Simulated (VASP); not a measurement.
TaNbO, 3 atoms in the cell. Symmetry: I-4m2, No. 119, tetragonal system. Conventional cell: a = 5.230 Å, b = 5.230 Å, c = 3.893 Å, α = 90.00°, β = 90.00°, γ = 90.00°. Within 2.6 Å of Ta (site symmetry -4m2) lie 2 O at 1.95 Å. Within 3.7 Å of Nb (site symmetry -4m2) lie 4 Ta at 2.79 Å and 4 O at 2.79 Å. Within 2.6 Å of O (site symmetry -4m2) lie 2 Ta at 1.95 Å. 

| Item | Value |
| --- | --- |
| Program | VASP 6.6.1 |
| Task | single point |
| Functional | PBE |
| Potentials or basis | VASP PAW PBE potentials, release 64 (Ta_pv, Nb_sv, O) |
| Cutoff | 520 eV |
| k mesh | 14 × 14 × 14 |
| Occupations | gaussian, width 0.1 eV |
| Spin | no spin polarisation |
| Dipole correction | no |
| Further INCAR settings | ALGO = Normal; EDIFF = 1e-06; NBANDS = 22 |

Potentials or basis: VASP PAW PBE potentials, release 64 (Ta_pv, Nb_sv, O).

The run is started by

```sh
$ cat potpaw_PBE.64/Ta_pv/POTCAR potpaw_PBE.64/Nb_sv/POTCAR potpaw_PBE.64/O/POTCAR > POTCAR
$ mpirun -np 1 vasp_std > vasp.out
```

Hardware: 1 thread of Intel Xeon 6975P-C (shared host).

Q: How long does it take, and how much memory?

A: It took 2.9 min on 1 thread of Intel Xeon 6975P-C, with other jobs on the host, peak memory 0.42 GiB. Counts: scf iterations 14, k points 244.
